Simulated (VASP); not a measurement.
Set up this calculation in VASP 6.6.1, as the native input.

- Task: relaxation of shape and atoms at fixed volume
- Functional: PBE
- Potentials or basis: VASP PAW PBE potentials, release 64 (Ge_d)
- Cutoff: 600 eV
- k mesh: 12 × 12 × 6
- Occupations: gaussian, width 0.1 eV
- Spin: no spin polarisation
- Dipole correction: no
- Further INCAR settings: ALGO = Normal; EDIFF = 1e-06; IBRION = 2; EDIFFG = -0.01; NSW = 50; ISIF = 4

The structure of Ge lies in POSCAR:

```
Ge
1.0
    4.1377486232      0.0000000000      0.0000000000
   -2.0688743116      3.5833954222      0.0000000000
    0.0000000000      0.0000000000      6.8237875753
Ge
4
Direct
    0.6666666667      0.3333333333      0.0627911823
    0.3333333333      0.6666666667      0.5627911823
    0.6666666667      0.3333333333      0.4372088177
    0.3333333333      0.6666666667      0.9372088177
```

This cell differs from its parent crystal: volume scaled by 1.06.

The input as run:

INCAR

```
SYSTEM = Ge
PREC = Accurate
ENCUT = 600
EDIFF = 1E-6
ISMEAR = 0
SIGMA = 0.1
LREAL = .FALSE.
LASPH = .TRUE.
NELM = 60
ALGO = Normal
ISIF = 4
LWAVE = .FALSE.
LCHARG = .FALSE.
GGA = PE
IBRION = 2
NSW = 50
EDIFFG = -0.01
```

KPOINTS

```
Automatic mesh
0
G
  12 12 6
  0 0 0
```

Potentials or basis: VASP PAW PBE potentials, release 64 (Ge_d).

Command:

```console
$ cat potpaw_PBE.64/Ge_d/POTCAR > POTCAR
$ mpirun -np 1 vasp_std > vasp.out
```

It gave:

- Energy gained by relaxing: 0.0 meV/atom
- Ionic steps: 2
- Pressure after relaxing: -3.0 GPa
- Band gap on the k mesh: zero (band 28 reaches 3.97 eV, above the bottom of band 29 at 3.96 eV)

Wall time 5.3 min on 1 thread of Oxide Virtual Turin-like Processor (shared host), peak memory 0.36 GiB.
